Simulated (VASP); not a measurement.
TaN: single point with PBE

TaN:

```
CELL_PARAMETERS angstrom
5.91528 0.14088 0.04409
0.14088 5.64780 -0.21983
0.04409 -0.21983 5.51985
ATOMIC_POSITIONS crystal
Ta 0.45413 0.20990 0.20574
Ta 0.19886 0.34040 0.74253
Ta 0.57614 0.88535 0.84302
Ta 0.49819 0.66787 0.31214
Ta 0.91930 0.37340 0.21607
Ta 0.00444 0.85725 0.21626
Ta 0.04619 0.75299 0.73191
Ta 0.66843 0.28906 0.67060
N 0.99007 0.08939 0.57689
N 0.76577 0.61035 0.94224
N 0.80809 0.67722 0.41587
N 0.25535 0.96350 0.97135
N 0.21994 0.50359 0.12029
N 0.75455 0.12753 0.06609
N 0.42842 0.04109 0.50015
N 0.40652 0.53239 0.57995
```

```json
{
  "Program": "VASP 6.6.1",
  "Task": "single point",
  "Functional": "PBE",
  "Potentials or basis": "VASP PAW PBE potentials, release 64 (Ta_pv, N)",
  "Cutoff": "520 eV",
  "k mesh": "1 × 1 × 1, shifted",
  "Occupations": "fermi-dirac, width 0.2482 eV",
  "Spin": "no spin polarisation",
  "Dipole correction": "no",
  "Further INCAR settings": "LREAL = Auto; ALGO = Normal; EDIFF = 1e-06; NBANDS = 78; ISYM = -1"
}
```

```json
{
  "Pressure": "23.8 GPa",
  "Largest force": "7.915 eV/Å"
}
```

Forces on the atoms (eV/Å):
```
Ta  -3.950 -1.178  0.747
Ta   1.134 -7.621  1.812
Ta  -2.824 -0.528 -3.080
Ta  -0.388  4.232 -3.385
Ta   1.027  0.518  1.753
Ta   0.185  1.768  0.071
Ta  -0.005  2.936 -2.776
Ta   3.573  0.619  1.009
N   -1.281  0.695 -2.015
N    1.338 -0.173  0.963
N    1.185  0.050  3.121
N   -0.581  0.625  0.244
N    0.856  1.379 -1.267
N    0.045 -2.908 -2.993
N    1.838 -0.064  1.710
N   -2.152 -0.349  4.089
```

Stress tensor (GPa, compression positive):
```
 24.51   5.77 -13.71
  5.77  26.01  -5.60
-13.71  -5.60  20.83
```

Levels at points of the mesh, in eV from the Fermi level:
```csv
k point,band 62,band 63,band 64,band 65,band 66,band 67
"(0.25, 0.25, 0.25)",-0.81,-0.49,-0.10,0.22,0.33,0.68
```

Run time: 120 s on 1 thread of Intel Xeon 8259CL (shared host), peak memory 0.28 GiB.

Caveat: the atoms stand as in a frame of molecular dynamics; spin-orbit coupling is left out, which moves the levels of the heavy elements.
